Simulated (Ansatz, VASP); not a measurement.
## CdSe in VASP and in Ansatz

```
CELL_PARAMETERS angstrom
0.00000 2.85467 2.85467
2.85467 0.00000 2.85467
2.85467 2.85467 0.00000
ATOMIC_POSITIONS crystal
Cd 0.00000 0.00000 0.00000
Se 0.50000 0.50000 0.50000
```

Alike in both runs: task single point; functional PBEsol; k mesh 6 × 6 × 6; occupations fermi-dirac, width 0.05 eV; no spin polarisation.

|  | VASP | Ansatz |
| --- | --- | --- |
| version | VASP 6.6.1 | Ansatz 0.2.0 |
| potentials or method | VASP PAW PBE potentials, release 64 (Cd, Se), cutoff 500 eV | plane waves, PAW |
| valence electrons in the cell | 18 | 36 |

Ansatz gave:

* pressure (GPa): -2.7

**Question.** What did VASP give for the same quantities?

**Answer.** Pressure (GPa): -2.3.

VASP's potentials were made for PBE, not for PBEsol. VASP's potentials hold 18 valence electrons a cell and Ansatz's 36, so a difference there can come from the potentials and not from the codes.
